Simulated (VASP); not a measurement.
Here is a VASP 6.6.1 calculation.

File POSCAR:

```
As
1.0
    4.5664000000      0.0000000000      0.0000000000
   -2.2832000000      3.9546200000      0.0000000000
    0.0000000000      0.0000000000      2.8337400000
As
2
Direct
    0.3333300000      0.6666700000      0.0000000000
    0.6666700000      0.3333300000      0.0000000000
```

INCAR.step1

```
SYSTEM = As
ALGO     = Normal         ! electronic algorithm
EDIFF    = 1E-5           ! SCF threshold, eV
ENCUT    = 520            ! plane-wave cutoff, eV
GGA      = PE             ! functional
ISIF     = 2              ! what is computed and relaxed
ISMEAR   = -1             ! smearing method
LASPH    = .TRUE.         ! aspherical terms in the spheres
LREAL    = .FALSE.        ! projectors in reciprocal space
LWAVE    = .TRUE.         ! write WAVECAR
NBANDS   = 12             ! bands
NELM     = 100            ! most SCF steps
PREC     = Accurate       ! precision mode
SIGMA    = 0.05           ! smearing width, eV
```

File INCAR.step2:

```
SYSTEM = As
AEXX     = 1.0            ! exact-exchange fraction
AGGAC    = 0.0          
ALDAC    = 0.0          
ALGO     = Normal         ! electronic algorithm
EDIFF    = 1E-6           ! SCF threshold, eV
ENCUT    = 520            ! plane-wave cutoff, eV
GGA      = PE             ! functional
ISIF     = 2              ! what is computed and relaxed
ISMEAR   = -1             ! smearing method
ISTART   = 1            
LASPH    = .TRUE.         ! aspherical terms in the spheres
LCHARG   = .TRUE.         ! write CHGCAR
LELF     = .TRUE.         ! ELF
LHFCALC  = .TRUE.         ! exact exchange
LREAL    = .FALSE.        ! projectors in reciprocal space
LVHAR    = .TRUE.       
LWAVE    = .FALSE.        ! write WAVECAR
NBANDS   = 12             ! bands
NELM     = 100            ! most SCF steps
PREC     = Accurate       ! precision mode
PRECFOCK = Normal       
SIGMA    = 0.05           ! smearing width, eV
```

The input KPOINTS:

```
k-points
0
G
  4 4 5
  0 0 0
```

Potentials or basis: VASP PAW PBE potentials, release 64 (As).

Launch:

```sh
$ cat potpaw_PBE.64/As/POTCAR > POTCAR
$ cp INCAR.step1 INCAR
$ mpirun -np 1 vasp_std > vasp.out
$ cp INCAR.step2 INCAR
$ mpirun -np 1 vasp_std > vasp.out
```

Task: Estimate the largest force.

Result: 0.181 eV/Å.

Task: Predict the pressure.

Result: -2.8 GPa.

Forces on the atoms (eV/Å):
```
As  -0.157  0.091  0.000
As   0.157 -0.091  0.000
```

Caveat: the k points lie up to 0.44 Å⁻¹ apart, too coarse for converged energies and pressures of a metal; the PAW data sets were made with another functional, which shifts forces and pressure a little.
